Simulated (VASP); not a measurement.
Input of a VASP 6.6.1 run:

INCAR

```
PREC     = Accurate       # precision mode
ENCUT    = 520            # plane-wave cutoff, eV
EDIFF    = 1E-7           # SCF threshold, eV
ISMEAR   = 0              # smearing method
SIGMA    = 0.05           # smearing width, eV
LREAL    = False          # projectors in reciprocal space
LASPH    = True           # aspherical terms in the spheres
NELM     = 60             # most SCF steps
ALGO     = Normal         # electronic algorithm
ISIF     = 2              # what is computed and relaxed
LWAVE    = False          # write WAVECAR
LCHARG   = False          # write CHGCAR
GGA      = PE             # functional
NBANDS   = 18             # bands
```

KPOINTS

```
regular mesh
0
Gamma
  9 9 6
```

The input POSCAR:

```
LiF
1.0
    3.0774506209      0.0000000000      0.0000000000
   -1.5387253104      2.6651504166      0.0000000000
    0.0000000000      0.0000000000      5.0574823504
Li F
2 2
Direct
    0.3333333333      0.6666666667      0.3402706354
    0.6666666667      0.3333333333      0.8402706354
    0.3333333333      0.6666666667      0.9939266766
    0.6666666667      0.3333333333      0.4939266766
```

Potentials or basis: VASP PAW PBE potentials, release 64 (Li_sv, F).

Launch:

```bash
$ cat potpaw_PBE.64/Li_sv/POTCAR potpaw_PBE.64/F/POTCAR > POTCAR
$ mpirun -np 1 vasp_std > vasp.out
```

(1) Estimate the largest force.

(2) What does it give for the band gap on the k mesh?

Answers

(1) 0.705 eV/Å.

(2) 7.57 eV.
